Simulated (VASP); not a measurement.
Write the native input for VASP 6.6.1 that does the following.

- Task: single point
- Functional: PBE
- Potentials or basis: VASP PAW PBE potentials, release 64 (Re_sv_GW, B, Pt_sv_GW)
- Cutoff: 570 eV
- k mesh: 6 × 6 × 6
- Occupations: gaussian, width 0.1 eV
- Spin: no spin polarisation
- Dipole correction: no
- Further INCAR settings: ALGO = Normal; EDIFF = 1e-06; NBANDS = 25

The structure of ReBPt lies in POSCAR:

```
ReBPt
1.0
    3.7410770892      0.0000000000      0.0000000000
   -1.8705385446      3.2398677967      0.0000000000
    0.0000000000      0.0000000000      3.2660954380
Re B Pt
1 1 1
Direct
    0.0000000000      0.0000000000      0.5000000000
    0.3333333333      0.6666666667      0.5000000000
    0.6666666667      0.3333333333      0.0000000000
```

The cell was generated, and may not be a known phase.

These files were run (other wordings do the same):

INCAR

```
PREC = Accurate
ENCUT = 570
EDIFF = 1E-6
ISMEAR = 0
SIGMA = 0.1
LREAL = F
LASPH = T
NELM = 120
ALGO = Normal
ISIF = 2
LWAVE = F
LCHARG = F
GGA = PE
NBANDS = 25
GGA_COMPAT = F
```

KPOINTS

```
Automatic mesh
0
Gamma
  6 6 6
```

Potentials or basis: VASP PAW PBE potentials, release 64 (Re_sv_GW, B, Pt_sv_GW).

Launch:

```bash
$ cat potpaw_PBE.64/Re_sv_GW/POTCAR potpaw_PBE.64/B/POTCAR potpaw_PBE.64/Pt_sv_GW/POTCAR > POTCAR
$ mpirun -np 1 vasp_std > vasp.out
```

Results of the run:

* Pressure: -1.1 GPa
* Band gap on the k mesh: zero (bands 18 and 19 overlap by 2.14 eV)

Caveat: spin-orbit coupling is left out, which moves the levels of the heavy elements.

Wall time 22 s on 1 thread of AMD EPYC 9R45 96-Core Processor (Zen 5) (shared host), peak memory 0.16 GiB.
